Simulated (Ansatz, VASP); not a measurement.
**HgTe: VASP beside Ansatz**

File INCAR:

```
SYSTEM = HgTe
PREC = Accurate
ENCUT = 600
EDIFF = 1E-7
ISMEAR = 0
SIGMA = 0.1
LREAL = .FALSE.
LASPH = .TRUE.
NELM = 80
ALGO = Normal
ISIF = 3
LWAVE = .FALSE.
LCHARG = .FALSE.
GGA = PE
IBRION = 2
NSW = 100
EDIFFG = -0.005
```

KPOINTS

```
Automatic mesh
0
G
  12 12 12
  0 0 0
```

The input POSCAR:

```
HgTe
1.0
    0.0000000000      3.3247980481      3.3247980481
    3.3247980481      0.0000000000      3.3247980481
    3.3247980481      3.3247980481      0.0000000000
Hg Te
1 1
Direct
    0.0000000000      0.0000000000      0.0000000000
    0.2500000000      0.2500000000      0.2500000000
```

Input for Ansatz:

```yaml
crystal:
  lattice:
    - [0.0, 3.3247980435, 3.3247980435]
    - [3.3247980435, 0.0, 3.3247980435]
    - [3.3247980435, 3.3247980435, 0.0]
  atoms:
    - { symbol: Hg, position: [0.0, 0.0, 0.0] }
    - { symbol: Te, position: [0.25, 0.25, 0.25] }
basis:
  ecutwfc: 420
kpoints:
  mp_grid: { grid: [12, 12, 12] }
hamiltonian:
  xc: pbe
scf:
  occupations: { method: gaussian, width: 0.1 }
output:
  forces: true
  stress: true
  eigenvalues: true
  write_density: true
  write_potential: true
  elf: true
  volumetric_format: npy
relax:
  adjacent_minimum: "off"
  f_tol: 0.005
  max_steps: 80
  cell: { stress_tol: 0.05 }
```

Alike in both runs: task relaxation of cell and atoms; functional PBE; k mesh 12 × 12 × 12; occupations gaussian, width 0.1 eV; no spin polarisation.

|  | VASP | Ansatz |
| --- | --- | --- |
| version | VASP 6.6.1 | Ansatz 0.2.0 |
| potentials or method | VASP PAW PBE potentials, release 64 (Hg, Te), cutoff 600 eV | scalar-relativistic, plane waves, PAW |
| valence electrons in the cell | 18 | 36 |

|  | VASP | Ansatz | Ansatz less VASP |
| --- | --- | --- | --- |
| gap on the k mesh at the Fermi level, each at its own relaxed structure (eV) | none | none | - |
| relaxed volume (Å³/atom) | 36.85 | 36.75 | -0.097 |
| relaxed length of the cell vector where the two differ most in proportion (Å) | 4.706 | 4.702 | -0.0041 |

A gap of «none» marks a metal or a gap that the smearing closes. VASP's potentials hold 18 valence electrons a cell and Ansatz's 36, so a difference there can come from the potentials and not from the codes.

Neither program's run includes spin-orbit coupling.
